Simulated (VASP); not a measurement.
HfO2:

```xyz
3
Lattice="0.0000 2.5575 2.5575 2.5575 0.0000 2.5575 2.5575 2.5575 0.0000" Properties=species:S:1:pos:R:3 pbc="T T T"
Hf    0.0000    0.0000    0.0000
O     1.2788    1.2788    1.2788
O     3.8363    3.8363    3.8363
```

```yaml
Program: VASP 6.6.1
Task: relaxation of cell and atoms
Functional: PBE
Dispersion: D4
Potentials_or_basis: VASP PAW PBE potentials, release 64 (Hf_pv, O)
Cutoff: 600 eV
k_mesh: 8 × 8 × 8
Occupations: gaussian, width 0.01 eV
Spin: no spin polarisation
```

At the start: pressure -9.4 GPa; volume 11.15 Å³/atom.

**Question.** How do energy, volume and symmetry change on relaxing?

**Answer.** Over 4 steps the energy falls by 13.2 meV/atom and the volume is 10.72 Å³/atom (-3.9 %); space group Fm-3m (No. 225, to 0.05 Å).

The path:
| step | energy change (eV) | largest force (eV/Å) | pressure (GPa) | volume (Å³) |
| --- | --- | --- | --- | --- |
| 1 | 0.0000 | 0.0000 | -9.40 | 33.46 |
| 2 | 0.0471 | 0.0000 | 16.52 | 30.39 |
| 3 | -0.0396 | 0.0000 | -0.08 | 32.17 |
| 4 | -0.0396 | 0.0000 | 0.06 | 32.15 |

Final structure:
```cif
data_structure
_symmetry_space_group_name_H-M 'P 1'
_symmetry_Int_Tables_number 1
_cell_length_a 3.5691
_cell_length_b 3.5691
_cell_length_c 3.5691
_cell_angle_alpha 60.000
_cell_angle_beta 60.000
_cell_angle_gamma 60.000
_cell_volume 32.15
loop_
_atom_site_label
_atom_site_type_symbol
_atom_site_fract_x
_atom_site_fract_y
_atom_site_fract_z
_atom_site_occupancy
Hf1 Hf 0.00000 0.00000 0.00000 1
O1 O 0.25000 0.25000 0.25000 1
O2 O 0.75000 0.75000 0.75000 1
```
